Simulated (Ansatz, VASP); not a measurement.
P in VASP and in Ansatz

The input INCAR:

```
SYSTEM = P
ALGO = Normal
EDIFF = 1E-6
ENCUT = 520
GGA = PE
ISIF = 2
ISMEAR = -1
LASPH = .True.
LCHARG = .True.
LELF = .True.
LREAL = .False.
LVHAR = .True.
LWAVE = .False.
NBANDS = 18
NELM = 80
PREC = Accurate
SIGMA = 0.03
```

Contents of KPOINTS:

```
k-points
0
Gamma
  4 4 3
  0 0 0
```

POSCAR

```
P
1.0
    1.6477431241     -5.4650377251      0.0000000000
    1.6477431241      5.4650377251      0.0000000000
    0.0000000000      0.0000000000      4.5436355900
P
4
Direct
    0.9041431300      0.0958568700      0.5888151700
    0.0958568700      0.9041431300      0.4111848300
    0.5958568700      0.4041431300      0.0888151700
    0.4041431300      0.5958568700      0.9111848300
```

Contents of input.yaml:

```yaml
crystal:
  lattice:
    - [1.6477431241, -5.4650377251, 0.0]
    - [1.6477431241, 5.4650377251, 0.0]
    - [0.0, 0.0, 4.54363559]
  atoms:
    - { symbol: P, position: [0.90414313, 0.09585687, 0.58881517] }
    - { symbol: P, position: [0.09585687, 0.90414313, 0.41118483] }
    - { symbol: P, position: [0.59585687, 0.40414313, 0.08881517] }
    - { symbol: P, position: [0.40414313, 0.59585687, 0.91118483] }
kpoints:
  mp_grid: { grid: [4, 4, 3] }
scf:
  occupations: { method: fermi_dirac, width: 0.03 }
hamiltonian:
  xc: pbe
  pseudopotentials: { kind: all_electron, lapw: { basis_error: 0.003 } }
output:
  forces: true
  stress: true
  eigenvalues: true
```

Alike in both runs: task single point; functional PBE; k mesh 4 × 4 × 3; occupations fermi-dirac, width 0.03 eV; no spin polarisation.

```csv
,VASP,Ansatz
version,VASP 6.6.1,Ansatz 0.2.0
potentials or method,"VASP PAW PBE potentials, release 64 (P), cutoff 520 eV","all-electron LAPW, scalar-relativistic"
```

Ansatz gave:

* gap on the k mesh at the Fermi level (eV): 0.10
* least direct gap on the mesh (eV): 0.10
* pressure (GPa): 2.2
* traceless stress, the component that is largest in VASP (GPa): 1.36
* rms of the force components (eV/Å): 0.178

Which values does VASP return?

gap on the k mesh at the Fermi level (eV): 0.11; least direct gap on the mesh (eV): 0.11; pressure (GPa): 1.9; traceless stress, the component that is largest in VASP (GPa): 1.31; rms of the force components (eV/Å): 0.153.

Atom by atom the forces differ by 0.029 eV/Å (rms over components). Ansatz ran all-electron here, and VASP with PAW potentials.

The k mesh is coarse, so the values compare programs but aren't converged.
